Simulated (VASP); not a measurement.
SnO, 2 atoms in the cell. The structure is cubic, space group Pm-3m (No. 221). Conventional cell: a = 3.103 Å, b = 3.103 Å, c = 3.103 Å, α = 90.00°, β = 90.00°, γ = 90.00°. Sn (site symmetry m-3m) has 8 O at 2.69 Å and 6 Sn at 3.10 Å within 3.5 Å. Within 3.5 Å of O (site symmetry m-3m) lie 8 Sn at 2.69 Å and 6 O at 3.10 Å. 

```yaml
Program: VASP 6.6.1
Task: single point
Functional: PBE
Potentials_or_basis: VASP PAW PBE potentials, release 64 (Sn_d, O)
Cutoff: 600 eV
k_mesh: 6 × 6 × 6
Occupations: gaussian, width 0.5 eV
Spin: no spin polarisation
Dipole_correction: no
Further_INCAR_settings: ALGO = Normal; EDIFF = 1e-06; NBANDS = 17
```

Potentials or basis: VASP PAW PBE potentials, release 64 (Sn_d, O).

Command:

```sh
$ cat potpaw_PBE.64/Sn_d/POTCAR potpaw_PBE.64/O/POTCAR > POTCAR
$ mpirun -np 1 vasp_std > vasp.out
```

Hardware: 1 thread of Intel(R) Xeon(R) Platinum 8488C (Sapphire Rapids) (shared host).

Q: Estimate the wall time of this run.

A: Wall time 11 s on 1 thread of Intel(R) Xeon(R) Platinum 8488C (Sapphire Rapids), on a shared host, peak memory 0.15 GiB. Counts: scf iterations 13, k points 20.
